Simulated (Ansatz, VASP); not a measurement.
## One calculation of Si16C, two programs

```
Si C
1.0
     0.00000    5.43000    5.43000
     5.43000    0.00000    5.43000
     5.43000    5.43000    0.00000
Si C
16 1
Direct
  0.01511 0.99107 0.97813
  0.12024 0.12485 0.11332
  0.99545 0.97732 0.48013
  0.14838 0.09836 0.60308
  0.00850 0.49805 0.98767
  0.13187 0.61655 0.11926
  0.01699 0.47301 0.49345
  0.13253 0.61008 0.61430
  0.47939 0.97301 0.06920
  0.64122 0.12685 0.11243
  0.54537 0.97876 0.47917
  0.56481 0.15480 0.71366
  0.50531 0.50011 0.98771
  0.63586 0.60526 0.12446
  0.49973 0.50306 0.49912
  0.64374 0.61104 0.61445
  0.72665 0.97887 0.56633
```

Alike in both runs: functional LDA; k mesh 2 × 2 × 2; occupations gaussian, width 0.02 eV; collinear spin.

Ansatz relaxed the structure, and its values are those at the end. VASP's run is a single point on that final structure, the one shown.

|  | VASP | Ansatz |
| --- | --- | --- |
| version | VASP 6.6.1 | Ansatz 0.2.0 |
| potentials or method | VASP PAW LDA potentials, release 64 (Si, C), cutoff 520 eV | scalar-relativistic, plane waves, PAW |
| valence electrons in the cell | 68 | 68 |

|  | VASP | Ansatz | Ansatz less VASP |
| --- | --- | --- | --- |
| rms of the force components (eV/Å) | 0.009 | 0.006 | -0.0029 |
| net moment per atom (μB) | 0.00 | 0.00 | 0.000 |

Ansatz warns that its potentials were made for another functional, while VASP's fit it. LDA's correlation is that of Perdew and Zunger in VASP and of Perdew and Wang (1992) in Ansatz. Ansatz's warnings: filled band counts differ across k points, seeded moment not kept.

The k mesh is coarse, so the values compare programs but aren't converged.
